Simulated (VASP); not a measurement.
W:

```
W
1.0
    -1.58424    1.58424    1.58424
     1.58424   -1.58424    1.58424
     1.58424    1.58424   -1.58424
W
1
Direct
  0.00000 0.00000 0.00000
```

Base run:

```yaml
Program: VASP 6.6.1
Functional: r2SCAN
Potentials_or_basis: VASP PAW PBE potentials, release 64 (W_sv)
Cutoff: 520 eV
k_mesh: 12 × 12 × 12
Occupations: fermi-dirac, width 0.02 eV
Spin: no spin polarisation
```

Its results: band gap on the k mesh zero (band 7 reaches 16.55 eV, above the bottom of band 8 at 9.96 eV); pressure 1.7 GPa.

The run is repeated on the same cell with these changes: functional from r2SCAN to PBE. What comes out?

Band gap on the k mesh zero (band 7 reaches 16.53 eV, above the bottom of band 8 at 10.17 eV); pressure 5.4 GPa.

Caveats: spin-orbit coupling is left out, which moves the levels of the heavy elements; the PAW data sets were made with another functional, which shifts forces and pressure a little (some runs).
